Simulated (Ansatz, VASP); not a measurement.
# One calculation of Bi, two programs

```
CELL_PARAMETERS angstrom
-1.55347 1.55347 1.55347
1.55347 -1.55347 1.55347
1.55347 1.55347 -1.55347
ATOMIC_POSITIONS crystal
Bi 0.00000 0.00000 0.00000
```

Change from the starting cell: volume scaled by 0.5, PAW files.

Alike in both runs: task single point; functional PBEsol; k mesh 15 × 15 × 15; occupations fermi-dirac, width 0.08 eV; no spin polarisation.

```csv
,VASP,Ansatz
version,VASP 6.6.1,Ansatz 0.2.0
potentials or method,"VASP PAW PBE potentials, release 64 (Bi_d)","PAW with Ansatz's default frozen-core files, scalar-relativistic"
plane-wave cutoff (eV),520,420
valence electrons in the cell,15,15
```

Ansatz gave:

- pressure (GPa): 211.6

Question: Estimate VASP's values.

Answer: Pressure (GPa): 211.8.

VASP's potentials were made for PBE, not for PBEsol. Both programs put the cell under a high pressure, so it lies far from rest at this level. With one functional, cell and mesh, what is left measures potentials, basis and numerics.

Spin-orbit coupling is off throughout. Noted on VASP's run: the cell as given lies far from equilibrium.
